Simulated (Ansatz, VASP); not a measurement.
## Rh: VASP beside Ansatz

Contents of INCAR:

```
  PREC = Accurate
  ENCUT = 520
  EDIFF = 1E-6
  ISMEAR = 0
  SIGMA = 0.15
  LREAL = F
  LASPH = T
  NELM = 100
  ALGO = Fast
  ISIF = 2
  LWAVE = F
  LCHARG = F
  GGA = CA
  NBANDS = 38
```

KPOINTS

```
regular mesh
0
Gamma
  18 18 6
```

The input POSCAR:

```
Rh
1.0
    2.6838000000      0.0000000000      0.0000000000
   -1.3419000000      2.3242389787      0.0000000000
    0.0000000000      0.0000000000      8.2046000000
Rh
4
Direct
    0.0000000000      0.0000000000      0.0000000000
    0.3333333333      0.6666666667      0.2500000000
    0.0000000000      0.0000000000      0.5000000000
    0.6666666667      0.3333333333      0.7500000000
```

Input for Ansatz:

```yaml
crystal:
  lattice:
    - [2.6838, 0.0, 0.0]
    - [-1.3419, 2.3242389787, 0.0]
    - [0.0, 0.0, 8.2046]
  atoms:
    - { symbol: Rh, position: [0.0, 0.0, 0.0] }
    - { symbol: Rh, position: [0.3333333333, 0.6666666667, 0.25] }
    - { symbol: Rh, position: [0.0, 0.0, 0.5] }
    - { symbol: Rh, position: [0.6666666667, 0.3333333333, 0.75] }
basis:
  ecutwfc: 420
kpoints:
  mp_grid: { grid: [18, 18, 6] }
hamiltonian:
  xc: lda
  pseudopotentials: { kind: paw, azcp: { folder: soft_1 } }
scf:
  occupations: { method: gaussian, width: 0.15 }
output:
  forces: true
  stress: true
  eigenvalues: true
```

Alike in both runs: task single point; functional LDA; k mesh 18 × 18 × 6; occupations gaussian, width 0.15 eV; no spin polarisation.

|  | VASP | Ansatz |
| --- | --- | --- |
| version | VASP 6.6.1 | Ansatz 0.2.0 |
| potentials or method | VASP PAW LDA potentials, release 64 (Rh_pv), cutoff 520 eV | scalar-relativistic, plane waves, PAW |
| valence electrons in the cell | 60 | 68 |

|  | VASP | Ansatz | Ansatz less VASP |
| --- | --- | --- | --- |
| gap on the k mesh at the Fermi level (eV) | none | none | - |
| pressure (GPa) | 14.8 | 14.0 | -0.82 |
| traceless stress, the component that is largest in VASP (GPa) | 18.57 | 18.50 | -0.075 |

Ansatz warns that its potentials were made for another functional, while VASP's fit it. LDA's correlation is that of Perdew and Zunger in VASP and of Perdew and Wang (1992) in Ansatz. A gap of «none» marks a metal or a gap that the smearing closes. VASP's potentials hold 60 valence electrons a cell and Ansatz's 68, so a difference there can come from the potentials and not from the codes.
